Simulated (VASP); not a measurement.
# SrTiO3 (R-3m) in VASP: notebook

The runs below take SrTiO3 through single point, with PBE.

Everything below comes from runs of VASP 6.6.1. Logs are shortened: lines on timing, memory, paths and dates and some standing lists are left out, and cuts for length are marked.

## (1) The cell of the first run

The structure is trigonal, space group R-3m (No. 166). The conventional cell has a = 5.578 Å, b = 5.578 Å, c = 6.628 Å, α = 90.00°, β = 90.00°, γ = 120.00°. Sr (site symmetry -3m) has 12 O at 2.73 to 2.79 Å and 8 Ti at 3.31 to 3.40 Å within 3.6 Å. Ti (site symmetry -3m) has 6 O at 1.95 Å within 2.6 Å. O (site symmetry 2/m) has 2 Ti at 1.95 Å within 2.6 Å.

## (2) Single point, PBE (equal xy, yz and zx shear strains of -2 %)

The input, INCAR:

```
SYSTEM = SrTiO3
ALGO     = Normal         ! electronic algorithm
EDIFF    = 1E-7           ! SCF threshold, eV
ENCUT    = 520            ! plane-wave cutoff, eV
GGA      = PE             ! functional
ISIF     = 2              ! what is computed and relaxed
ISMEAR   = -1             ! smearing method
LASPH    = .True.         ! aspherical terms in the spheres
LCHARG   = .False.        ! write CHGCAR
LREAL    = .False.        ! projectors in reciprocal space
LWAVE    = .False.        ! write WAVECAR
NBANDS   = 28             ! bands
NELM     = 60             ! most SCF steps
PREC     = Accurate       ! precision mode
SIGMA    = 0.05           ! smearing width, eV
```

The input, KPOINTS:

```
k-points
0
Gamma
  7 7 7
  0 0 0
```

The input, POSCAR:

```
SrTiO3
1.0
    3.9050000000     -0.0390500000     -0.0390500000
   -0.0390500000      3.9050000000     -0.0390500000
   -0.0390500000     -0.0390500000      3.9050000000
Sr Ti O
1 1 3
Direct
    0.0000000000      0.0000000000      0.0000000000
    0.5000000000      0.5000000000      0.5000000000
    0.0000000000      0.5000000000      0.5000000000
    0.5000000000      0.0000000000      0.5000000000
    0.5000000000      0.5000000000      0.0000000000
```

Potentials or basis: VASP PAW PBE potentials, release 64 (Sr_sv, Ti_sv, O).

The run is started by

```
$ cat potpaw_PBE.64/Sr_sv/POTCAR potpaw_PBE.64/Ti_sv/POTCAR potpaw_PBE.64/O/POTCAR > POTCAR
$ mpirun -np 1 vasp_std > vasp.out
```

OUTCAR:

```text
SYSTEM = SrTiO3
   EDIFF = 1E-7
   ENCUT = 520
   GGA = PE
   ISIF = 2
   ISMEAR = -1
   LASPH = .True.
   LREAL = .False.
   NELM = 60
   PREC = Accurate

 ion  position               nearest neighbor table
   1  0.000  0.000  0.000-   3 2.73   4 2.73   5 2.73   3 2.73   4 2.73   5 2.73   5 2.79   3 2.79
                             4 2.79   5 2.79   4 2.79   3 2.79   2 3.31   2 3.31   2 3.40   2 3.40
   2  0.500  0.500  0.500-   3 1.95   4 1.95   5 1.95   5 1.95   4 1.95   3 1.95   1 3.31   1 3.31
                             1 3.40   1 3.40   1 3.40   1 3.40   1 3.40   1 3.40
   3  0.000  0.500  0.500-   2 1.95   2 1.95   1 2.73   1 2.73   1 2.79   1 2.79
   4  0.500  0.000  0.500-   2 1.95   2 1.95   1 2.73   1 2.73   1 2.79   1 2.79
   5  0.500  0.500  0.000-   2 1.95   2 1.95   1 2.73   1 2.73   1 2.79   1 2.79

  LATTYP: Found a trigonal (rhomboedric) cell.
 ALAT       =     3.9053904805
 COS(alpha) =    -0.0198960208

  Lattice vectors:

 A1 = (   3.9050000000,  -0.0390500000,  -0.0390500000)
 A2 = (  -0.0390500000,   3.9050000000,  -0.0390500000)
 A3 = (  -0.0390500000,  -0.0390500000,   3.9050000000)

Analysis of symmetry for initial positions (statically):
=====================================================================
 Subroutine PRICEL returns:
 Original cell was already a primitive cell.

 Routine SETGRP: Setting up the symmetry group for a
 trigonal (rhombohedral) supercell.

 Subroutine GETGRP returns: Found 12 space group operations
 (whereof 12 operations were pure point group operations)
 out of a pool of 12 trial point group operations.

The static configuration has the point symmetry D_3d.

Analysis of symmetry for dynamics (positions and initial velocities):
=====================================================================
 Subroutine PRICEL returns:
 Original cell was already a primitive cell.

 Routine SETGRP: Setting up the symmetry group for a
 trigonal (rhombohedral) supercell.

 Subroutine GETGRP returns: Found 12 space group operations
 (whereof 12 operations were pure point group operations)
 out of a pool of 12 trial point group operations.

The dynamic configuration has the point symmetry D_3d.

 Subroutine INISYM returns: Found 12 space group operations
 (whereof 12 operations are pure point group operations),
 and found     1 'primitive' translations

----------------------------------------------------------------------------------------

                                     Primitive cell

  volume of cell :      59.5295

  direct lattice vectors                    reciprocal lattice vectors
     3.905000000 -0.039050000 -0.039050000     0.256133690  0.002587209  0.002587209
    -0.039050000  3.905000000 -0.039050000     0.002587209  0.256133690  0.002587209
    -0.039050000 -0.039050000  3.905000000     0.002587209  0.002587209  0.256133690

  length of vectors
     3.905390480  3.905390480  3.905390480     0.256159822  0.256159822  0.256159822

  position of ions in fractional coordinates (direct lattice)
     0.000000000  0.000000000  0.000000000
     0.500000000  0.500000000  0.500000000
     0.000000000  0.500000000  0.500000000
     0.500000000  0.000000000  0.500000000
     0.500000000  0.500000000  0.000000000

  ion indices of the primitive-cell ions
   primitive index   ion index
                 1           1
                 2           2
                 3           3
                 4           4
                 5           5

----------------------------------------------------------------------------------------

 KPOINTS: k-points

Automatic generation of k-mesh.
 Grid dimensions read from file:
 generate k-points for:    7    7    7

 Generating k-lattice:

  Cartesian coordinates                     Fractional coordinates (reciprocal lattice)
     0.036590527  0.000369601  0.000369601     0.142857143 -0.000000000  0.000000000
     0.000369601  0.036590527  0.000369601    -0.000000000  0.142857143  0.000000000
     0.000369601  0.000369601  0.036590527     0.000000000  0.000000000  0.142857143

  Length of vectors
     0.036594260  0.036594260  0.036594260

  Shift w.r.t. Gamma in fractional coordinates (k-lattice)
     0.000000000  0.000000000  0.000000000

 Subroutine IBZKPT returns following result:
 ===========================================

 Found     44 irreducible k-points:

 Following reciprocal coordinates:
            Coordinates               Weight
  0.000000  0.000000  0.000000      1.000000
  0.142857 -0.000000 -0.000000      6.000000
  0.285714 -0.000000 -0.000000      6.000000
  0.428571 -0.000000 -0.000000      6.000000
  0.142857  0.142857  0.000000      6.000000
  0.285714  0.142857 -0.000000     12.000000
[... 16 lines left out ...]
  0.285714  0.285714  0.142857      6.000000
  0.428571  0.285714  0.142857     12.000000
 [... further k-points ...]
   k-points           NKPTS =     44   k-points in BZ     NKDIM =     44   number of bands    NBANDS=     28
   number of dos      NEDOS =    301   number of ions     NIONS =      5
   total plane-waves  NPLWV =  27000
   dimension x,y,z NGX =    30 NGY =   30 NGZ =   30
   dimension x,y,z NGXF=    60 NGYF=   60 NGZF=   60
   ions per type =               1   1   3
   NGX,Y,Z   is equivalent  to a cutoff of  12.77, 12.77, 12.77 a.u.
   NGXF,Y,Z  is equivalent  to a cutoff of  25.54, 25.54, 25.54 a.u.
 SYSTEM =  SrTiO3
   PREC   = accura    normal or accurate (medium, high low for compatibility)
   ISTART =      0    job   : 0-new  1-cont  2-samecut
   ICHARG =      2    charge: 1-file 2-atom 10-const
   ISPIN  =      1    spin polarized calculation?
   LNONCOLLINEAR =      F non collinear calculations
   LSORBIT =      F    spin-orbit coupling
   LASPH  =      T    aspherical Exc in radial PAW
   ENCUT  =  520.0 eV  38.22 Ry    6.18 a.u.   7.26  7.26  7.26*2*pi/ulx,y,z
   NELM   =     60;   NELMIN=  2; NELMDL= -5     # of ELM steps
   EDIFF  = 0.1E-06   stopping-criterion for ELM
   LREAL  =      F    real-space projection
   EDIFFG = 0.1E-05   stopping-criterion for IOM
   NSW    =      0    number of steps for IOM
   IBRION =     -1    ionic relax: 0-MD 1-quasi-New 2-CG
   NFREE  =      0    steps in history (QN), initial steepest desc. (CG)
   ISIF   =      2    stress and relaxation
   ISYM   =      2    0-nonsym 1-usesym 2-fastsym
   POTIM  = 0.5000    time-step for ionic-motion
   TEBEG  =    0.0;   TEEND  =   0.0 temperature during run
   PSTRESS=    0.0 pullay stress
   NELECT =      40.0000    total number of electrons
   NUPDOWN=      -1.0000    fix difference up-down
   EMIN   =  10.00;   EMAX   =-10.00  energy-range for DOS
   EFERMI =   0.00;   METHOD = LEGACY
   ISMEAR =    -1;   SIGMA  =   0.05  broadening in eV -4-tet -1-fermi 0-gaus
   EFERMI_NEDOS =   21; number of points for ismear=-14 and -15
   IALGO  =     38    algorithm
   IMIX   =      4    mixing-type and parameters
     AMIX     =   0.40;   BMIX     =  1.00
     AMIX_MAG =   1.60;   BMIX_MAG =  1.00
  volume/ion in A,a.u.               =      11.91        80.34
  Fermi-wavevector in a.u.,A,eV,Ry     =   1.433896  2.709670 27.974346  2.056056
  Thomas-Fermi vector in A             =   2.553364
   LORBIT       =      0    0 simple, 1 ext, 2 COOP (PROOUT), +10 PAW based schemes
   GGA     = PE    functional components
   LHFCALC =     F    Hartree Fock is set to
   AEXX    =    0.0000 exact exchange contribution
   IVDW    =     0    specifies the selected vdW correction
   LEPSILON=     F    determine dielectric tensor
   LRPA    =     F    only Hartree local field effects (RPA)
 non-spin polarized calculation
  energy-cutoff  :      520.00
  volume of cell :       59.53
 maximum number of plane-waves:      1619
 NGX is ok and might be reduce to    30
   NGX = 15   NGY = 15   NGZ = 15

 number of electron      40.0000011 magnetization

 Free energy of the ion-electron system (eV)
  ---------------------------------------------------
  ext. energy  EPLUGINS =         0.00000000
  ---------------------------------------------------
  free energy    TOTEN  =       -40.05004429 eV

  energy without entropy =      -40.05004429  energy(sigma->0) =      -40.05004429

 E-fermi :   5.0877     XC(G=0): -11.2722

 val. band max:        4.1276566587   @ k =   0.4286   0.4286   0.4286
 cond. band min:       5.9493261381   @ k =   0.0000   0.0000   0.0000
 fundamental gap:      1.8216694794
 Fermi energy:         5.0876853442

 k-point     1 :       0.0000    0.0000    0.0000
  band No.  band energies     occupation
      1     -52.2976      2.00000
      2     -28.6205      2.00000
      3     -28.5607      2.00000
      4     -28.5357      2.00000
      5     -28.5357      2.00000
      6     -13.2614      2.00000
[... 20 lines left out ...]
     27       9.5764      0.00000
     28      10.3751      0.00000

 k-point     2 :       0.1429   -0.0000   -0.0000
  band No.  band energies     occupation
      1     -52.2974      2.00000
      2     -28.6454      2.00000
      3     -28.5534      2.00000
      4     -28.5352      2.00000
      5     -28.5264      2.00000
      6     -13.2723      2.00000
[... 20 lines left out ...]
     27       9.9301      0.00000
     28      10.8553      0.00000

 k-point     3 :       0.2857   -0.0000   -0.0000
  band No.  band energies     occupation
      1     -52.2967      2.00000
      2     -28.6878      2.00000
      3     -28.5496      2.00000
      4     -28.5340      2.00000
      5     -28.5066      2.00000
      6     -13.3637      2.00000
[... 20 lines left out ...]
     27      10.7254      0.00000
     28      12.1206      0.00000

 k-point     4 :       0.4286   -0.0000   -0.0000
  band No.  band energies     occupation
      1     -52.2962      2.00000
      2     -28.7172      2.00000
      3     -28.5483      2.00000
      4     -28.5330      2.00000
      5     -28.4931      2.00000
      6     -13.4710      2.00000
[... 20 lines left out ...]
     27      11.4683      0.00000
     28      12.2143      0.00000

 k-point     5 :       0.1429    0.1429    0.0000
  band No.  band energies     occupation
      1     -52.2971      2.00000
      2     -28.6604      2.00000
      3     -28.5490      2.00000
      4     -28.5434      2.00000
      5     -28.5156      2.00000
      6     -13.2602      2.00000
[... 20 lines left out ...]
     27      10.2562      0.00000
     28      11.1740      0.00000

 k-point     6 :       0.2857    0.1429   -0.0000
  band No.  band energies     occupation
      1     -52.2964      2.00000
      2     -28.6860      2.00000
      3     -28.5568      2.00000
      4     -28.5399      2.00000
      5     -28.5038      2.00000
      6     -13.2937      2.00000
[... 463 lines left out ...]
      5     -28.5042      2.00000
      6     -13.1880      2.00000
[... 20 lines left out ...]
     27      11.2004      0.00000
     28      12.0680      0.00000

 k-point    22 :      -0.1429    0.1429    0.1429
  band No.  band energies     occupation
      1     -52.2968      2.00000
      2     -28.6537      2.00000
      3     -28.5692      2.00000
      4     -28.5485      2.00000
      5     -28.5057      2.00000
      6     -13.2125      2.00000
[... 20 lines left out ...]
     27      10.5029      0.00000
     28      11.4051      0.00000

 k-point    23 :       0.2857    0.2857    0.1429
  band No.  band energies     occupation
      1     -52.2955      2.00000
      2     -28.6696      2.00000
      3     -28.5783      2.00000
      4     -28.5514      2.00000
      5     -28.5154      2.00000
      6     -13.0552      2.00000
[... 20 lines left out ...]
     27      11.8988      0.00000
     28      12.0146      0.00000

 k-point    24 :       0.4286    0.2857    0.1429
  band No.  band energies     occupation
      1     -52.2950      2.00000
      2     -28.6641      2.00000
      3     -28.5839      2.00000
      4     -28.5508      2.00000
      5     -28.5315      2.00000
      6     -12.9732      2.00000
[... 20 lines left out ...]
     27      12.2517      0.00000
     28      12.5673      0.00000

 [... further k-points ...]

------------------------ aborting loop because EDIFF is reached ----------------------------------------

  FORCE on cell =-STRESS in cart. coord.  units (eV):
  Direction    XX          YY          ZZ          XY          YZ          ZX
  --------------------------------------------------------------------------------------
  -------------------------------------------------------------------------------------
  Total        1.8858646      1.8858646      1.8858646      0.8602327      0.8602327      0.8602327
  in kB       50.7562074     50.7562074     50.7562074     23.1523248     23.1523248     23.1523248
  external PRESSURE =      50.7562074 kB  Pullay stress =       0.0000000 kB

 VOLUME and BASIS-vectors are now :
 -----------------------------------------------------------------------------
  energy-cutoff  :      520.00
  volume of cell :       59.53
      direct lattice vectors                 reciprocal lattice vectors
     3.905000000 -0.039050000 -0.039050000     0.256133690  0.002587209  0.002587209
    -0.039050000  3.905000000 -0.039050000     0.002587209  0.256133690  0.002587209
    -0.039050000 -0.039050000  3.905000000     0.002587209  0.002587209  0.256133690

 POSITION                                       TOTAL-FORCE (eV/Angst)
 -----------------------------------------------------------------------------------
      0.00000      0.00000      0.00000         0.000000     -0.000000      0.000000
      1.91345      1.91345      1.91345        -0.000000      0.000000      0.000000
     -0.03905      1.93297      1.93297         0.000000      0.000000      0.000000
      1.93297     -0.03905      1.93297         0.000000     -0.000000      0.000000
      1.93297      1.93297     -0.03905         0.000000     -0.000000     -0.000000
 -----------------------------------------------------------------------------------
    total drift:                                0.000000      0.000000     -0.000000

  FREE ENERGIE OF THE ION-ELECTRON SYSTEM (eV)
  ---------------------------------------------------
  free  energy   TOTEN  =       -40.0500442890 eV

  energy  without entropy=      -40.0500442881  energy(sigma->0) =      -40.05004429
```

It took 2.3 min on 1 thread of Intel Xeon 8259CL, shared host; peak memory 0.22 GiB.

Results:

- Free energy: -40.0500 eV
- Pressure: 5.1 GPa
- Band gap on the k mesh: 1.82 eV (least direct gap 2.04 eV)

Levels at points of the mesh, in eV from the valence-band top:
```tsv
k point	band 18	band 19	band 20	band 21	band 22	band 23
(0.00, 0.00, 0.00)	-0.35	-0.35	-0.22	1.82	1.92	1.92
```

Caveat: the cell differs from its parent crystal (equal xy, yz and zx shear strains of -2 %); the cell stands under pressure; an odd mesh through Γ misses points on the zone boundary, where band edges can lie.

## (3) Single point, PBE (equal xy, yz and zx shear strains of +1 %)

The input, INCAR:

```
SYSTEM = SrTiO3
PREC = Accurate
ENCUT = 520
EDIFF = 1E-6
ISMEAR = -1
SIGMA = 0.05
LREAL = .FALSE.
LASPH = .TRUE.
NELM = 80
ALGO = Normal
ISIF = 2
LWAVE = .FALSE.
LCHARG = .FALSE.
GGA = PE
NBANDS = 28
```

The input, KPOINTS:

```
regular mesh
0
G
  7 7 7
  0 0 0
```

POSCAR, as its differences from that of step 2:

```diff
@@ -2,5 +2,5 @@
 1.0
-    3.9050000000     -0.0390500000     -0.0390500000
-   -0.0390500000      3.9050000000     -0.0390500000
-   -0.0390500000     -0.0390500000      3.9050000000
+    3.9050000000      0.0195250000      0.0195250000
+    0.0195250000      3.9050000000      0.0195250000
+    0.0195250000      0.0195250000      3.9050000000
 Sr Ti O
```

Potentials or basis: VASP PAW PBE potentials, release 64 (Sr_sv, Ti_sv, O).

The run is started by

```
$ cat potpaw_PBE.64/Sr_sv/POTCAR potpaw_PBE.64/Ti_sv/POTCAR potpaw_PBE.64/O/POTCAR > POTCAR
$ mpirun -np 1 vasp_std > vasp.out
```

OUTCAR:

```text
SYSTEM = SrTiO3
   PREC = Accurate
   ENCUT = 520
   EDIFF = 1E-6
   ISMEAR = -1
   LREAL = .FALSE.
   LASPH = .TRUE.
   NELM = 80
   ISIF = 2
   GGA = PE

 ion  position               nearest neighbor table
   1  0.000  0.000  0.000-   3 2.75   4 2.75   3 2.75   5 2.75   4 2.75   5 2.75   3 2.78   3 2.78
                             4 2.78   4 2.78   5 2.78   5 2.78   2 3.37   2 3.37   2 3.37   2 3.37
   2  0.500  0.500  0.500-   3 1.95   4 1.95   5 1.95   5 1.95   4 1.95   3 1.95   1 3.37   1 3.37
                             1 3.37   1 3.37   1 3.37   1 3.37   1 3.42   1 3.42
[... 952 lines left out ...]
  -------------------------------------------------------------------------------------
  Total        1.8746316      1.8746316      1.8746316     -0.4231643     -0.4231643     -0.4231643
  in kB       50.4424145     50.4424145     50.4424145    -11.3864662    -11.3864662    -11.3864662
  external PRESSURE =      50.4424145 kB  Pullay stress =       0.0000000 kB

 VOLUME and BASIS-vectors are now :
 -----------------------------------------------------------------------------
  energy-cutoff  :      520.00
  volume of cell :       59.54
      direct lattice vectors                 reciprocal lattice vectors
     3.905000000  0.019525000  0.019525000     0.256094687 -0.001274103 -0.001274103
     0.019525000  3.905000000  0.019525000    -0.001274103  0.256094687 -0.001274103
     0.019525000  0.019525000  3.905000000    -0.001274103 -0.001274103  0.256094687

 POSITION                                       TOTAL-FORCE (eV/Angst)
 -----------------------------------------------------------------------------------
      0.00000      0.00000      0.00000        -0.000000      0.000000      0.000000
      1.97202      1.97202      1.97202         0.000000     -0.000000     -0.000000
      0.01953      1.96226      1.96226         0.000000      0.000000      0.000000
      1.96226      0.01953      1.96226        -0.000000      0.000000     -0.000000
      1.96226      1.96226      0.01953         0.000000     -0.000000      0.000000
 -----------------------------------------------------------------------------------
    total drift:                                0.000000      0.000000     -0.000000

  FREE ENERGIE OF THE ION-ELECTRON SYSTEM (eV)
  ---------------------------------------------------
  free  energy   TOTEN  =       -40.0700253062 eV

  energy  without entropy=      -40.0700253054  energy(sigma->0) =      -40.07002531
```

Run time: 2.3 min. Hardware: 1 thread of Intel Xeon 8259CL, shared host; peak memory 0.22 GiB.

Results:

| Quantity | Value |
| --- | --- |
| Free energy | -40.0700 eV |
| Pressure | 5.0 GPa |
| Band gap on the k mesh | 1.90 eV (least direct gap 2.16 eV) |

Caveat: the cell differs from its parent crystal (equal xy, yz and zx shear strains of +1 %); the cell stands under pressure; an odd mesh through Γ misses points on the zone boundary, where band edges can lie.

(Continued in part 2 of 2.)
